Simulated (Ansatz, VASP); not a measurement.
BN: VASP beside Ansatz

The input INCAR:

```
PREC     = Accurate       # precision mode
ENCUT    = 520            # plane-wave cutoff, eV
EDIFF    = 1E-7           # SCF threshold, eV
ISMEAR   = 0              # smearing method
SIGMA    = 0.01           # smearing width, eV
LREAL    = False          # projectors in reciprocal space
LASPH    = True           # aspherical terms in the spheres
NELM     = 120            # most SCF steps
ALGO     = Normal         # electronic algorithm
ISIF     = 2              # what is computed and relaxed
LWAVE    = False          # write WAVECAR
LCHARG   = False          # write CHGCAR
GGA      = CA             # functional
IBRION   = 2              # ionic algorithm
NSW      = 80             # ionic steps
EDIFFG   = -0.001         # ionic threshold
GGA_COMPAT= False        
NELMIN   = 4            
NELMDL   = -8
```

The input KPOINTS:

```
regular mesh
0
Gamma
  12 12 1
```

POSCAR

```
BN
1.0
    2.4890389570      0.0000000000      0.0000000000
   -1.2445194785      2.1555709678      0.0000000000
    0.0000000000      0.0000000000     26.9852068300
B N
4 4
Direct
    0.3333333330      0.6666666670      0.0601496540
    0.3333333330      0.6666666670      0.3007482700
    0.6666666670      0.3333333330      0.1804489620
    0.6666666670      0.3333333330      0.4210475780
    0.6666666670      0.3333333330      0.0601496540
    0.6666666670      0.3333333330      0.3007482700
    0.3333333330      0.6666666670      0.1804489620
    0.3333333330      0.6666666670      0.4210475780
```

Input for Ansatz:

```yaml
crystal:
  lattice:
    - [2.489038957, 0.0, 0.0]
    - [-1.2445194785, 2.1555709678, 0.0]
    - [0.0, 0.0, 26.98520683]
  atoms:
    - { symbol: B, position: [0.333333333, 0.666666667, 0.060149654] }
    - { symbol: B, position: [0.333333333, 0.666666667, 0.30074827] }
    - { symbol: "N", position: [0.666666667, 0.333333333, 0.060149654] }
    - { symbol: "N", position: [0.666666667, 0.333333333, 0.30074827] }
    - { symbol: "N", position: [0.333333333, 0.666666667, 0.180448962] }
    - { symbol: "N", position: [0.333333333, 0.666666667, 0.421047578] }
    - { symbol: B, position: [0.666666667, 0.333333333, 0.180448962] }
    - { symbol: B, position: [0.666666667, 0.333333333, 0.421047578] }
scf:
  occupations: { method: fixed }
output:
  forces: true
  stress: false
  eigenvalues: true
hamiltonian:
  xc: lda
kpoints:
  mp_grid: { grid: [12, 12, 1] }
basis:
  ecutwfc: 560
relax:
  f_tol: 0.001
  max_steps: 60
```

Alike in both runs: task relaxation of the atoms; functional LDA; k mesh 12 × 12 × 1; no spin polarisation.

```csv
,VASP,Ansatz
version,VASP 6.6.1,Ansatz 0.2.0
potentials or method,"VASP PAW LDA potentials, release 64 (B, N), cutoff 520 eV","scalar-relativistic, plane waves, PAW"
occupations,"gaussian, width 0.01 eV",fixed
valence electrons in the cell,32,32
```

```csv
,VASP,Ansatz,Ansatz less VASP
"gap on the k mesh at the Fermi level, each at its own relaxed structure (eV)",4.12,4.14,+0.017
```

LDA's correlation is that of Perdew and Zunger in VASP and of Perdew and Wang (1992) in Ansatz.
